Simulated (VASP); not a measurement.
Runs of VASP 6.6.1 on TiAl. The structure is that of space group Pm-3m (No. 221), or close to it. The cells are those of the table. 

```tsv
task	cell	k mesh	cutoff (eV)	smearing	gap on the mesh (eV)	pressure (GPa)
single point	a = 3.186 Å, 2 atoms	10 × 10 × 10	520	gaussian 0.15 eV	none	0.0
single point	a = 3.272 Å, 2 atoms	14 × 14 × 14	520	gaussian 0.1 eV	none	-7.5
relaxation of cell and atoms	relaxed from a = 3.179 Å, 2 atoms	14 × 14 × 14	600	gaussian 0.1 eV	none	0.0
single point	a = 3.186 Å, 2 atoms	14 × 14 × 14	520	gaussian 0.1 eV	none	(a)
single point	a = 3.245, b = 3.293 Å, 2 atoms	12 × 12 × 12	520	gaussian 0.1 eV	none	-6.7
```

Alike in all rows: level PBE; potentials or basis VASP PAW PBE potentials, release 64 (Ti_sv, Al); no spin polarisation.

Task: Fill in the values left out.

Result: (a) -0.1.

Caveats: the cell stands under tension (at least some runs).

A gap of «none» marks levels without a gap at the run's occupations.
